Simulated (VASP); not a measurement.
# Sr (P2_1/m) in VASP: single point with PBE

Aim: the single point of Sr with PBE.

Program: VASP 6.6.1. These are calculated values, not measurements. Logs are shortened: lines on timing, memory, paths and dates and some standing lists are left out, and cuts for length are marked.

## Step 1: The cell of the first run

Symmetry: P2_1/m, No. 11, monoclinic system. Conventional cell: a = 4.310 Å, b = 7.050 Å, c = 4.310 Å, α = 90.00°, β = 120.00°, γ = 90.00°. Within 5.5 Å of Sr (site symmetry m) lie 12 Sr at 4.22 to 4.42 Å.

## Step 2: Single point, PBE

INCAR

```
SYSTEM = Sr
PREC     = Accurate       ! precision mode
ENCUT    = 520            ! plane-wave cutoff, eV
EDIFF    = 1E-6           ! SCF threshold, eV
ISMEAR   = 0              ! smearing method
SIGMA    = 0.1            ! smearing width, eV
LREAL    = .False.        ! projectors in reciprocal space
LASPH    = .True.         ! aspherical terms in the spheres
NELM     = 60             ! most SCF steps
ALGO     = Fast           ! electronic algorithm
ISIF     = 2              ! what is computed and relaxed
LWAVE    = .False.        ! write WAVECAR
LCHARG   = .False.        ! write CHGCAR
GGA      = PE             ! functional
NBANDS   = 17             ! bands
```

KPOINTS

```
regular mesh
0
Gamma
  6 6 2
  0 0 0
```

POSCAR

```
Sr
1.0
    4.3100002207      0.0000000000      0.0000000000
   -2.1550001104      3.7325696814      0.0000000000
    0.0000000000      0.0000000000      7.0500000000
Sr
2
Direct
    0.3797370433      0.6666666667      0.2500000000
    0.6666666667      0.3333333333      0.7500000000
```

Potentials or basis: VASP PAW PBE potentials, release 64 (Sr_sv).

Command:

```console
$ cat potpaw_PBE.64/Sr_sv/POTCAR > POTCAR
$ mpirun -np 1 vasp_std > vasp.out
```

OUTCAR:

```text
SYSTEM = Sr
   PREC = Accurate
   ENCUT = 520
   EDIFF = 1E-6
   ISMEAR = 0
   LREAL = .False.
   LASPH = .True.
   NELM = 60
   ISIF = 2
   GGA = PE

 ion  position               nearest neighbor table
   1  0.380  0.667  0.250-   2 4.22   2 4.22   2 4.32   2 4.32   2 4.42   2 4.42
   2  0.667  0.333  0.750-   1 4.22   1 4.22   1 4.32   1 4.32   1 4.42   1 4.42

  LATTYP: Found a hexagonal cell.
 ALAT       =     4.3100002207
 C/A-ratio  =     1.6357307747

  Lattice vectors:

 A1 = (   4.3100002207,   0.0000000000,   0.0000000000)
 A2 = (  -2.1550001104,   3.7325696814,   0.0000000000)
 A3 = (   0.0000000000,   0.0000000000,   7.0500000000)

Analysis of symmetry for initial positions (statically):
=====================================================================
 Subroutine PRICEL returns:
 Original cell was already a primitive cell.

 Routine SETGRP: Setting up the symmetry group for a
 hexagonal supercell.

 Subroutine GETGRP returns: Found  4 space group operations
 (whereof  1 operations were pure point group operations)
 out of a pool of 24 trial point group operations.

The static configuration has the point symmetry C_1 .
 The point group associated with its full space group is C_2h.

Analysis of symmetry for dynamics (positions and initial velocities):
=====================================================================
 Subroutine PRICEL returns:
 Original cell was already a primitive cell.

 Routine SETGRP: Setting up the symmetry group for a
 hexagonal supercell.

 Subroutine GETGRP returns: Found  4 space group operations
 (whereof  1 operations were pure point group operations)
 out of a pool of 24 trial point group operations.

The dynamic configuration has the point symmetry C_1 .
 The point group associated with its full space group is C_2h.

 Subroutine INISYM returns: Found  4 space group operations
 (whereof  1 operations are pure point group operations),
 and found     1 'primitive' translations

----------------------------------------------------------------------------------------

                                     Primitive cell

  volume of cell :     113.4160

  direct lattice vectors                    reciprocal lattice vectors
     4.310000221  0.000000000  0.000000000     0.232018550  0.133955972  0.000000000
    -2.155000110  3.732569681  0.000000000     0.000000000  0.267911944  0.000000000
     0.000000000  0.000000000  7.050000000     0.000000000  0.000000000  0.141843972

  length of vectors
     4.310000221  4.310000221  7.050000000     0.267911944  0.267911944  0.141843972

  position of ions in fractional coordinates (direct lattice)
     0.379737043  0.666666667  0.250000000
     0.666666667  0.333333333  0.750000000

  ion indices of the primitive-cell ions
   primitive index   ion index
                 1           1
                 2           2

----------------------------------------------------------------------------------------

 KPOINTS: regular mesh

Automatic generation of k-mesh.
 Grid dimensions read from file:
 generate k-points for:    6    6    2

 Generating k-lattice:

  Cartesian coordinates                     Fractional coordinates (reciprocal lattice)
     0.038669758  0.022325995  0.000000000     0.166666667  0.000000000  0.000000000
     0.000000000  0.044651991  0.000000000     0.000000000  0.166666667  0.000000000
     0.000000000  0.000000000  0.070921986     0.000000000  0.000000000  0.500000000

  Length of vectors
     0.044651991  0.044651991  0.070921986

  Shift w.r.t. Gamma in fractional coordinates (k-lattice)
     0.000000000  0.000000000  0.000000000

 Subroutine IBZKPT returns following result:
 ===========================================

 Found     40 irreducible k-points:

 Following reciprocal coordinates:
            Coordinates               Weight
  0.000000  0.000000  0.000000      1.000000
  0.166667 -0.000000  0.000000      2.000000
  0.000000  0.166667  0.000000      2.000000
 -0.166667  0.166667  0.000000      2.000000
  0.333333 -0.000000  0.000000      2.000000
  0.000000  0.333333  0.000000      2.000000
[... 16 lines left out ...]
  0.000000  0.166667  0.500000      2.000000
 -0.166667  0.166667  0.500000      2.000000
 [... further k-points ...]
   k-points           NKPTS =     40   k-points in BZ     NKDIM =     40   number of bands    NBANDS=     17
   number of dos      NEDOS =    301   number of ions     NIONS =      2
   total plane-waves  NPLWV =  55296
   dimension x,y,z NGX =    32 NGY =   32 NGZ =   54
   dimension x,y,z NGXF=    64 NGYF=   64 NGZF=  108
   ions per type =               2
   NGX,Y,Z   is equivalent  to a cutoff of  12.34, 12.34, 12.73 a.u.
   NGXF,Y,Z  is equivalent  to a cutoff of  24.69, 24.69, 25.47 a.u.
 SYSTEM =  Sr
   PREC   = accura    normal or accurate (medium, high low for compatibility)
   ISTART =      0    job   : 0-new  1-cont  2-samecut
   ICHARG =      2    charge: 1-file 2-atom 10-const
   ISPIN  =      1    spin polarized calculation?
   LNONCOLLINEAR =      F non collinear calculations
   LSORBIT =      F    spin-orbit coupling
   LASPH  =      T    aspherical Exc in radial PAW
   ENCUT  =  520.0 eV  38.22 Ry    6.18 a.u.   8.01  8.01 13.11*2*pi/ulx,y,z
   NELM   =     60;   NELMIN=  2; NELMDL= -5     # of ELM steps
   EDIFF  = 0.1E-05   stopping-criterion for ELM
   LREAL  =      F    real-space projection
   EDIFFG = 0.1E-04   stopping-criterion for IOM
   NSW    =      0    number of steps for IOM
   IBRION =     -1    ionic relax: 0-MD 1-quasi-New 2-CG
   NFREE  =      0    steps in history (QN), initial steepest desc. (CG)
   ISIF   =      2    stress and relaxation
   ISYM   =      2    0-nonsym 1-usesym 2-fastsym
   POTIM  = 0.5000    time-step for ionic-motion
   TEBEG  =    0.0;   TEEND  =   0.0 temperature during run
   PSTRESS=    0.0 pullay stress
   NELECT =      20.0000    total number of electrons
   NUPDOWN=      -1.0000    fix difference up-down
   EMIN   =  10.00;   EMAX   =-10.00  energy-range for DOS
   EFERMI =   0.00;   METHOD = LEGACY
   ISMEAR =     0;   SIGMA  =   0.10  broadening in eV -4-tet -1-fermi 0-gaus
   EFERMI_NEDOS =   21; number of points for ismear=-14 and -15
   IALGO  =     68    algorithm
   IMIX   =      4    mixing-type and parameters
     AMIX     =   0.40;   BMIX     =  1.00
     AMIX_MAG =   1.60;   BMIX_MAG =  1.00
  volume/ion in A,a.u.               =      56.71       382.68
  Fermi-wavevector in a.u.,A,eV,Ry     =   0.918037  1.734838 11.466873  0.842791
  Thomas-Fermi vector in A             =   2.043073
   LORBIT       =      0    0 simple, 1 ext, 2 COOP (PROOUT), +10 PAW based schemes
   GGA     = PE    functional components
   LHFCALC =     F    Hartree Fock is set to
   AEXX    =    0.0000 exact exchange contribution
   IVDW    =     0    specifies the selected vdW correction
   LEPSILON=     F    determine dielectric tensor
   LRPA    =     F    only Hartree local field effects (RPA)
 non-spin polarized calculation
 RMM-DIIS sequential band-by-band and
 Gauss-broadening in eV      SIGMA  =   0.10
  energy-cutoff  :      520.00
  volume of cell :      113.42
 maximum number of plane-waves:      3090
   NGX = 17   NGY = 17   NGZ = 27

 number of electron      20.0000000 magnetization

 Free energy of the ion-electron system (eV)
  ---------------------------------------------------
  ext. energy  EPLUGINS =         0.00000000
  ---------------------------------------------------
  free energy    TOTEN  =        -3.18873888 eV

  energy without entropy =       -3.15531789  energy(sigma->0) =       -3.17202838

 E-fermi :   1.5007     XC(G=0):  -7.2569

 val. band max:        1.4949638775   @ k =   0.5000   0.0000   0.0000
 cond. band min:       1.5011989354   @ k =   0.0000   0.0000   0.0000
 fundamental gap:      0.0062350579
 Fermi energy:         1.5007338184

 k-point     1 :       0.0000    0.0000    0.0000
  band No.  band energies     occupation
      1     -35.1858      2.00000
      2     -35.1736      2.00000
      3     -17.2574      2.00000
      4     -17.1070      2.00000
      5     -17.0964      2.00000
      6     -17.0806      2.00000
[... 9 lines left out ...]
     16       4.2509      0.00000
     17       4.5313      0.00000

 k-point     2 :       0.1667   -0.0000    0.0000
  band No.  band energies     occupation
      1     -35.1832      2.00000
      2     -35.1722      2.00000
      3     -17.2441      2.00000
      4     -17.1319      2.00000
      5     -17.1162      2.00000
      6     -17.1130      2.00000
[... 9 lines left out ...]
     16       4.1885      0.00000
     17       4.3060      0.00000

 k-point     3 :       0.0000    0.1667    0.0000
  band No.  band energies     occupation
      1     -35.1831      2.00000
      2     -35.1723      2.00000
      3     -17.2425      2.00000
      4     -17.1363      2.00000
      5     -17.1134      2.00000
      6     -17.1102      2.00000
[... 9 lines left out ...]
     16       4.1946      0.00000
     17       4.5137      0.00000

 k-point     4 :      -0.1667    0.1667    0.0000
  band No.  band energies     occupation
      1     -35.1830      2.00000
      2     -35.1724      2.00000
      3     -17.2412      2.00000
      4     -17.1391      2.00000
      5     -17.1114      2.00000
      6     -17.1084      2.00000
[... 9 lines left out ...]
     16       4.2450      0.00000
     17       4.4414      0.00000

 k-point     5 :       0.3333   -0.0000    0.0000
  band No.  band energies     occupation
      1     -35.1778      2.00000
      2     -35.1696      2.00000
      3     -17.2139      2.00000
      4     -17.2017      2.00000
      5     -17.1767      2.00000
      6     -17.1350      2.00000
[... 9 lines left out ...]
     16       4.7915      0.00000
     17       5.0738      0.00000

 k-point     6 :       0.0000    0.3333    0.0000
  band No.  band energies     occupation
      1     -35.1772      2.00000
      2     -35.1701      2.00000
      3     -17.2068      2.00000
      4     -17.2030      2.00000
      5     -17.1788      2.00000
      6     -17.1312      2.00000
[... 9 lines left out ...]
     16       4.8535      0.00000
     17       5.1271      0.00000

 k-point     7 :      -0.3333    0.3333    0.0000
  band No.  band energies     occupation
      1     -35.1767      2.00000
      2     -35.1706      2.00000
      3     -17.2044      2.00000
      4     -17.2006      2.00000
      5     -17.1798      2.00000
      6     -17.1294      2.00000
[... 9 lines left out ...]
     16       4.9981      0.00000
     17       5.1852      0.00000

 k-point     8 :       0.5000    0.0000    0.0000
  band No.  band energies     occupation
      1     -35.1749      2.00000
      2     -35.1685      2.00000
      3     -17.2366      2.00000
      4     -17.2074      2.00000
      5     -17.1952      2.00000
      6     -17.1443      2.00000
[... 9 lines left out ...]
     16       5.4483      0.00000
     17       6.3258      0.00000
[... 203 lines left out ...]
      1     -35.1745      2.00000
      2     -35.1689      2.00000
      3     -17.2183      2.00000
      4     -17.1958      2.00000
      5     -17.1899      2.00000
      6     -17.1558      2.00000
[... 9 lines left out ...]
     16       4.8496      0.00000
     17       5.4692      0.00000

 k-point    20 :       0.3333    0.3333    0.0000
  band No.  band energies     occupation
      1     -35.1718      2.00000
      2     -35.1695      2.00000
      3     -17.2082      2.00000
      4     -17.1845      2.00000
      5     -17.1839      2.00000
      6     -17.1629      2.00000
[... 9 lines left out ...]
     16       4.9043      0.00000
     17       5.1855      0.00000

 k-point    21 :       0.0000    0.0000    0.5000
  band No.  band energies     occupation
      1     -35.1797      2.00000
      2     -35.1797      2.00000
      3     -17.1705      2.00000
      4     -17.1705      2.00000
      5     -17.0911      2.00000
      6     -17.0911      2.00000
[... 9 lines left out ...]
     16       3.7990      0.00000
     17       5.4850      0.00000

 k-point    22 :       0.1667   -0.0000    0.5000
  band No.  band energies     occupation
      1     -35.1777      2.00000
      2     -35.1777      2.00000
      3     -17.1751      2.00000
      4     -17.1751      2.00000
      5     -17.1129      2.00000
      6     -17.1129      2.00000
[... 9 lines left out ...]
     16       4.0440      0.00000
     17       5.4045      0.00000

 k-point    23 :       0.0000    0.1667    0.5000
  band No.  band energies     occupation
      1     -35.1777      2.00000
      2     -35.1777      2.00000
      3     -17.1774      2.00000
      4     -17.1774      2.00000
      5     -17.1127      2.00000
      6     -17.1127      2.00000
[... 9 lines left out ...]
     16       4.0282      0.00000
     17       5.3979      0.00000

 k-point    24 :      -0.1667    0.1667    0.5000
  band No.  band energies     occupation
      1     -35.1777      2.00000
      2     -35.1777      2.00000
      3     -17.1792      2.00000
      4     -17.1792      2.00000
      5     -17.1112      2.00000
      6     -17.1112      2.00000
[... 9 lines left out ...]
     16       3.9890      0.00000
     17       5.5099      0.00000

 [... further k-points ...]

------------------------ aborting loop because EDIFF is reached ----------------------------------------

  FORCE on cell =-STRESS in cart. coord.  units (eV):
  Direction    XX          YY          ZZ          XY          YZ          ZX
  --------------------------------------------------------------------------------------
  -------------------------------------------------------------------------------------
  Total       -0.1981693     -0.1921553     -0.0374998     -0.1659267      0.0000000      0.0000000
  in kB       -2.7994491     -2.7144926     -0.5297434     -2.3439723      0.0000000      0.0000000
  external PRESSURE =      -2.0145617 kB  Pullay stress =       0.0000000 kB

 VOLUME and BASIS-vectors are now :
 -----------------------------------------------------------------------------
  energy-cutoff  :      520.00
  volume of cell :      113.42
      direct lattice vectors                 reciprocal lattice vectors
     4.310000221  0.000000000  0.000000000     0.232018550  0.133955972  0.000000000
    -2.155000110  3.732569681  0.000000000     0.000000000  0.267911944  0.000000000
     0.000000000  0.000000000  7.050000000     0.000000000  0.000000000  0.141843972

 POSITION                                       TOTAL-FORCE (eV/Angst)
 -----------------------------------------------------------------------------------
      0.20000      2.48838      1.76250        -0.060859      0.015307      0.000000
      2.15500      1.24419      5.28750         0.060859     -0.015307     -0.000000
 -----------------------------------------------------------------------------------
    total drift:                               -0.000000      0.000000      0.000000

  FREE ENERGIE OF THE ION-ELECTRON SYSTEM (eV)
  ---------------------------------------------------
  free  energy   TOTEN  =        -3.1887388776 eV

  energy  without entropy=       -3.1553178884  energy(sigma->0) =       -3.17202838
```

It took 86 s on 1 thread of Intel Xeon 8259CL, shared host; peak memory 0.26 GiB.

What came out:

```yaml
Free_energy: -3.1887 eV
Pressure: -0.2 GPa
Largest_force: 0.063 eV/Å
Band_gap_on_the_k_mesh: zero (bands 10 and 11 overlap by 0.24 eV)
```

Forces in eV/Å, atoms in the order of the input:
```
Sr  -0.061  0.015  0.000
Sr   0.061 -0.015  0.000
```

Caveat: the k points lie up to 0.45 Å⁻¹ apart.
